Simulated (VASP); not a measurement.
Wanted: the native input for a VASP 6.6.1 run.

```yaml
Task: single point
Functional: PBEsol
Potentials_or_basis: VASP PAW PBE potentials, release 64 (Al, O)
Cutoff: 520 eV
k_mesh: 9 × 9 × 7
Occupations: fermi-dirac, width 0.05 eV
Spin: no spin polarisation
Dipole_correction: no
Further_INCAR_settings: ALGO = Normal; EDIFF = 1e-06; NBANDS = 24
```

The structure of AlO2 lies in POSCAR:

```
AlO2
1.0
    1.4554546886     -4.9187604040      0.0000000000
    1.4554546886      4.9187604040      0.0000000000
    0.0000000000      0.0000000000      3.5914919930
Al O
2 4
Direct
    0.6617828902      0.3382171098      0.7500000000
    0.3382171098      0.6617828902      0.2500000000
    0.0283741780      0.9716258220      0.7500000000
    0.9716258220      0.0283741780      0.2500000000
    0.2950354660      0.7049645340      0.7500000000
    0.7049645340      0.2950354660      0.2500000000
```

These files were run (other wordings do the same):

INCAR

```
SYSTEM = AlO2
PREC     = Accurate       ! precision mode
ENCUT    = 520            ! plane-wave cutoff, eV
EDIFF    = 1E-6           ! SCF threshold, eV
ISMEAR   = -1             ! smearing method
SIGMA    = 0.05           ! smearing width, eV
LREAL    = .False.        ! projectors in reciprocal space
LASPH    = .True.         ! aspherical terms in the spheres
NELM     = 60             ! most SCF steps
ALGO     = Normal         ! electronic algorithm
ISIF     = 2              ! what is computed and relaxed
LWAVE    = .False.        ! write WAVECAR
LCHARG   = .False.        ! write CHGCAR
GGA      = PS             ! functional
NBANDS   = 24             ! bands
```

KPOINTS

```
Automatic mesh
0
Gamma
  9 9 7
  0 0 0
```

Potentials or basis: VASP PAW PBE potentials, release 64 (Al, O).

Launch:

```sh
$ cat potpaw_PBE.64/Al/POTCAR potpaw_PBE.64/O/POTCAR > POTCAR
$ mpirun -np 1 vasp_std > vasp.out
```

It gave:

```yaml
Pressure: 0.5 GPa
Largest_force: 0.030 eV/Å
Band_gap_on_the_k_mesh: 0.97 eV (least direct gap 1.05 eV)
```

Caveat: the PAW data sets were made with another functional, which shifts forces and pressure a little.

It took 100 s on 1 thread of AMD EPYC 9R45 96-Core Processor (Zen 5), with other jobs on the host, peak memory 0.22 GiB.
